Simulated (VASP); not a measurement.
A run of VASP 6.6.1 is set up as follows.

Contents of INCAR:

```
SYSTEM = FePb2O4
PREC = Accurate
ENCUT = 600
EDIFF = 1E-6
ISMEAR = 0
SIGMA = 0.1
LREAL = .False.
LASPH = .True.
NELM = 200
ALGO = Normal
ISIF = 2
LWAVE = .False.
LCHARG = .False.
ISPIN = 2
MAGMOM = 2.91 0 0 0.18 0.18 0.18 0.18
LORBIT = 11
LMAXMIX = 4
GGA = PE
NBANDS = 43
GGA_COMPAT = .False.
```

The input KPOINTS:

```
regular mesh
0
Gamma
  4 4 6
  0 0 0
```

File POSCAR:

```
FePb2O4
1.0
    5.9059418903      0.0000000000      0.0000000000
    0.0000000000      5.9059418903      0.0000000000
    0.0000000000      0.0000000000      3.6943394204
Fe Pb O
1 2 4
Direct
    0.0000000000      0.0000000000      0.0000000000
    0.0000000000      0.5000000000      0.5000000000
    0.5000000000      0.0000000000      0.5000000000
    0.7961053294      0.7961053294      0.1616743725
    0.2038946706      0.2038946706      0.1616743725
    0.2038946706      0.7961053294      0.8383256275
    0.7961053294      0.2038946706      0.8383256275
```

Potentials or basis: VASP PAW PBE potentials, release 64 (Fe, Pb_d, O).

Run with:

```sh
$ cat potpaw_PBE.64/Fe/POTCAR potpaw_PBE.64/Pb_d/POTCAR potpaw_PBE.64/O/POTCAR > POTCAR
$ mpirun -np 1 vasp_std > vasp.out
```

Question: Estimate the site moments.

Answer: Fe +2.93; Pb +0.02; O +0.17 μB.

Question: Estimate the net moment.

Answer: 3.98 μB per cell.

Question: Estimate the largest force.

Answer: 0.189 eV/Å.

Stress tensor (GPa, compression positive):
```
 0.64  0.00  0.00
 0.00  0.64  0.00
 0.00  0.00 -0.22
```

Caveat: a cell with one magnetic atom can't hold antiferromagnetic order, which such compounds often take.
